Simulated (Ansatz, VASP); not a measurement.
## Two plane-wave programs on ZnS

File POSCAR:

```
ZnS
1.0
   -2.7046500000     -2.7046500000      0.0000000000
    2.7046500000     -2.7046500000      0.0000000000
    0.0000000000      0.0000000000     11.8186000000
Zn S
4 4
Direct
    0.0000000000      0.0000000000      0.8581758838
    0.5000000000      0.5000000000      0.1716351768
    0.0000000000      0.0000000000      0.4004820791
    0.5000000000      0.5000000000      0.6293289814
    0.5000000000      0.0000000000      0.2860586279
    0.0000000000      0.5000000000      0.5149055303
    0.5000000000      0.0000000000      0.7437524326
    0.0000000000      0.5000000000      0.0572117256
```

File INCAR.step1:

```
SYSTEM = ZnS
ALGO     = Normal         ! electronic algorithm
EDIFF    = 1E-4           ! SCF threshold, eV
ENCUT    = 520            ! plane-wave cutoff, eV
GGA      = PE             ! functional
ISMEAR   = 0              ! smearing method
LASPH    = .True.         ! aspherical terms in the spheres
LCHARG   = .False.        ! write CHGCAR
LREAL    = .False.        ! projectors in reciprocal space
LWAVE    = .True.         ! write WAVECAR
NBANDS   = 46             ! bands
NELM     = 100            ! most SCF steps
PREC     = Accurate       ! precision mode
SIGMA    = 0.05           ! smearing width, eV
```

The input INCAR.step2:

```
SYSTEM = ZnS
ALGO     = Normal         ! electronic algorithm
EDIFF    = 1E-6           ! SCF threshold, eV
ENCUT    = 520            ! plane-wave cutoff, eV
ISIF     = 2              ! what is computed and relaxed
ISMEAR   = 0              ! smearing method
ISTART   = 1            
LASPH    = .True.         ! aspherical terms in the spheres
LCHARG   = .False.        ! write CHGCAR
LMIXTAU  = .True.       
LREAL    = .False.        ! projectors in reciprocal space
LWAVE    = .False.        ! write WAVECAR
METAGGA  = R2SCAN         ! meta-GGA
NBANDS   = 46             ! bands
NELM     = 100            ! most SCF steps
PREC     = Accurate       ! precision mode
SIGMA    = 0.05           ! smearing width, eV
```

The input KPOINTS:

```
k-points
0
Gamma
  6 6 2
  0 0 0
```

Input for Ansatz:

```yaml
crystal:
  lattice:
    - [-2.70465, -2.70465, 0.0]
    - [2.70465, -2.70465, 0.0]
    - [0.0, 0.0, 11.8186]
  atoms:
    - { symbol: Zn, position: [0.0, 0.0, 0.8581758838] }
    - { symbol: Zn, position: [0.5, 0.5, 0.1716351768] }
    - { symbol: Zn, position: [0.0, 0.0, 0.4004820791] }
    - { symbol: Zn, position: [0.5, 0.5, 0.6293289814] }
    - { symbol: S, position: [0.5, 0.0, 0.2860586279] }
    - { symbol: S, position: [0.0, 0.5, 0.5149055303] }
    - { symbol: S, position: [0.5, 0.0, 0.7437524326] }
    - { symbol: S, position: [0.0, 0.5, 0.0572117256] }
basis:
  ecutwfc: 500
kpoints:
  mp_grid: { grid: [6, 6, 2] }
hamiltonian:
  xc: r2scan
scf:
  occupations: { method: gaussian, width: 0.05 }
output:
  forces: true
  stress: true
  eigenvalues: true
```

Alike in both runs: task single point; functional r2SCAN; k mesh 6 × 6 × 2; occupations gaussian, width 0.05 eV; no spin polarisation.

|  | VASP | Ansatz |
| --- | --- | --- |
| version | VASP 6.6.1 | Ansatz 0.2.0 |
| potentials or method | VASP PAW PBE potentials, release 64 (Zn, S), cutoff 520 eV | scalar-relativistic, plane waves, PAW |
| valence electrons in the cell | 72 | 72 |

```csv
,VASP,Ansatz,Ansatz less VASP
gap on the k mesh at the Fermi level (eV),0.51,0.51,0.000
least direct gap on the mesh (eV),0.65,0.65,0.000
pressure (GPa),-3.4,-3.5,-0.06
"traceless stress, the component that is largest in VASP (GPa)",-3.62,-3.58,+0.040
rms of the force components (eV/Å),0.596,0.595,-0.0011
```

VASP's potentials were made for PBE, not for r2SCAN. Atom by atom the forces differ by 0.002 eV/Å (rms over components).
